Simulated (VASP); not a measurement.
# Hf (Cmcm) in VASP: further runs, part 4 of 4

VASP 6.6.1. Earlier steps stand in the parts before.

### 5 Single point, PBEsol

INCAR reads:

```
SYSTEM = Hf
ALGO = Fast ; EDIFF = 1E-6
ENCUT = 520 ; GGA = PS
ISIF = 2 ; ISMEAR = 0
LASPH = .True. ; LCHARG = .False.
LREAL = .False. ; LWAVE = .False.
NBANDS = 17 ; NELM = 100
PREC = Accurate ; SIGMA = 0.15
```

KPOINTS reads:

```
k-points
0
Gamma
  18 18 10
  0 0 0
```

POSCAR reads:

```
Hf
1.0
    3.1602689342      0.0000000000      0.0000000000
   -1.5801344671      3.1474041568      0.0000000000
    0.0000000000      0.0000000000      4.2467908178
Hf
2
Direct
    0.3333333333      0.6666666667      0.2500000000
    0.6666666667      0.3333333333      0.7500000000
```

Potentials or basis: VASP PAW PBE potentials, release 64 (Hf_pv).

Run with:

```sh
$ cat potpaw_PBE.64/Hf_pv/POTCAR > POTCAR
$ mpirun -np 1 vasp_std > vasp.out
```

OUTCAR:

```text
SYSTEM = Hf
   EDIFF = 1E-6
   ENCUT = 520
   GGA = PS
   ISIF = 2
   ISMEAR = 0
   LASPH = .True.
   LREAL = .False.
   NELM = 100
   PREC = Accurate

 ion  position               nearest neighbor table
   1  0.333  0.667  0.250-   2 2.85   2 2.85   2 2.85   2 2.85   2 2.99   2 2.99
   2  0.667  0.333  0.750-   1 2.85   1 2.85   1 2.85   1 2.85   1 2.99   1 2.99

  LATTYP: Found a base centered orthorhombic cell.
 ALAT       =     3.1602689342
 B/A-ratio  =     1.9918584287
 C/A-ratio  =     1.3438067792

  Lattice vectors:

[... 653 lines left out ...]
      4     -25.0783      2.00000
      5     -24.9051      2.00000
      6     -24.8624      2.00000
[... 9 lines left out ...]
     16      10.8341      0.00000
     17      11.9095      0.00000

 [... further k-points ...]
[... 5 lines left out ...]
  --------------------------------------------------------------------------------------
  -------------------------------------------------------------------------------------
  Total        0.1713100     -1.0319030      4.6871706      0.0000000     -0.0000000      0.0000000
  in kB        6.4976435    -39.1392096    177.7804157      0.0000000     -0.0000000      0.0000000
  external PRESSURE =      48.3796165 kB  Pullay stress =       0.0000000 kB

 VOLUME and BASIS-vectors are now :
 -----------------------------------------------------------------------------
  energy-cutoff  :      520.00
  volume of cell :       42.24
      direct lattice vectors                 reciprocal lattice vectors
     3.160268934  0.000000000  0.000000000     0.316428766  0.158861073  0.000000000
    -1.580134467  3.147404157  0.000000000     0.000000000  0.317722145  0.000000000
     0.000000000  0.000000000  4.246790818     0.000000000  0.000000000  0.235471923

 POSITION                                       TOTAL-FORCE (eV/Angst)
 -----------------------------------------------------------------------------------
     -0.00000      2.09827      1.06170         0.000000      0.717264     -0.000000
      1.58013      1.04913      3.18509         0.000000     -0.717264      0.000000
 -----------------------------------------------------------------------------------
    total drift:                               -0.000000      0.000000      0.000000

  FREE ENERGIE OF THE ION-ELECTRON SYSTEM (eV)
  ---------------------------------------------------
  free  energy   TOTEN  =       -20.4609907907 eV

  energy  without entropy=      -20.4421561219  energy(sigma->0) =      -20.45157346
```

OSZICAR:

```text
N       E                     dE             d eps       ncg     rms          rms(c)
DAV:   1     0.514873147769E+02    0.51487E+02   -0.11457E+04 18636   0.113E+03
[... 12 lines left out ...]
RMM:  14    -0.204614266193E+02   -0.91946E-04   -0.36082E-05 21867   0.438E-02    0.114E+00
RMM:  15    -0.204612577202E+02    0.16890E-03   -0.47451E-05 20738   0.429E-02    0.888E-01
RMM:  16    -0.204611094904E+02    0.14823E-03   -0.10919E-04 25809   0.673E-02    0.623E-01
RMM:  17    -0.204610136877E+02    0.95803E-04   -0.11826E-04 28014   0.683E-02    0.281E-01
RMM:  18    -0.204609922776E+02    0.21410E-04   -0.36774E-05 20815   0.401E-02    0.951E-02
RMM:  19    -0.204609906359E+02    0.16417E-05   -0.14182E-05 21216   0.270E-02    0.344E-02
RMM:  20    -0.204609907907E+02   -0.15479E-06   -0.13944E-06 14860   0.926E-03
   1 F= -.20460991E+02 E0= -.20451573E+02  d E =-.188347E-01
```

stdout:

```text
POSCAR found type information on POSCAR Hf
 POSCAR found :  1 types and       2 ions
 scaLAPACK will be used
 -----------------------------------------------------------------------------
|                                                                             |
|                                                                             |
|     You enforced a specific xc type in the INCAR file but a different       |
|     I HOPE YOU KNOW WHAT YOU ARE DOING!                                     |
|                                                                             |
 -----------------------------------------------------------------------------

 LDA part: xc-table for (Slater+PW92), standard interpolation
 POSCAR, INCAR and KPOINTS ok, starting setup
 FFT: planning ... GRIDC
 FFT: planning ... GRID_SOFT
 FFT: planning ... GRID
 WAVECAR not read
 entering main loop
```

Wall time 3 min (1 thread of Intel Xeon 6975P-C (Granite Rapids), shared host); peak memory 0.42 GiB.

Results:

- Free energy: -20.4610 eV
- Pressure: 4.8 GPa
- Largest force: 0.717 eV/Å
- Band gap on the k mesh: zero (bands 10 and 11 overlap by 1.92 eV)

Forces on the atoms (eV/Å):
```
Hf   0.000  0.717  0.000
Hf   0.000 -0.717  0.000
```

Stress tensor (GPa, compression positive):
```
 0.65  0.00  0.00
 0.00 -3.91  0.00
 0.00  0.00 17.78
```

Caveat: the cell differs from its parent crystal (strain +e along x and -e along y -0.0750, strain +e along z and -e/2 along x and y -0.1500); the stress differs along the axes, from -4 to 18 GPa; the PAW data sets were made with another functional, which shifts forces and pressure a little; spin-orbit coupling is left out, which moves the levels of the heavy elements.

### 6 The runs side by side

| cell | further INCAR settings | gap on the mesh (eV) | pressure (GPa) | largest force (eV/Å) |
| --- | --- | --- | --- | --- |
| a = 3.753, b = 3.069, c = 4.622 Å, angles 90.0, 90.0, 127.7°, 2 atoms | ALGO = Fast; EDIFF = 1e-06; NBANDS = 17 | none | 3.8 | 1.14 |
| a = 2.686, b = 3.422, c = 4.996 Å, angles 90.0, 90.0, 113.1°, 2 atoms | ALGO = Fast; EDIFF = 1e-06; NBANDS = 17 | none | 3.6 | 0.48 |
| a = 3.634, b = 2.952, c = 4.996 Å, angles 90.0, 90.0, 128.0°, 2 atoms | ALGO = Fast; EDIFF = 1e-07; NBANDS = 17 | none | 2.7 | 0.90 |
| a = 3.160, b = 3.522, c = 4.247 Å, angles 90.0, 90.0, 116.7°, 2 atoms | ALGO = Fast; EDIFF = 1e-06; NBANDS = 17 | none | 4.8 | 0.72 |

Alike in all rows: task single point; level PBEsol; potentials or basis VASP PAW PBE potentials, release 64 (Hf_pv); no spin polarisation; k mesh 18 × 18 × 10; cutoff (eV) 520; smearing gaussian 0.15 eV.

Caveats: the PAW data sets were made with another functional, which shifts forces and pressure a little; spin-orbit coupling is left out, which moves the levels of the heavy elements; the stress differs along the axes, from -5 to 9 GPa (at least some runs); the stress differs along the axes, from -10 to 19 GPa (at least some runs); the stress differs along the axes, from -3 to 13 GPa (at least some runs); the stress differs along the axes, from -4 to 18 GPa (at least some runs).

Absolute energies hang on the potentials; compare differences alone.
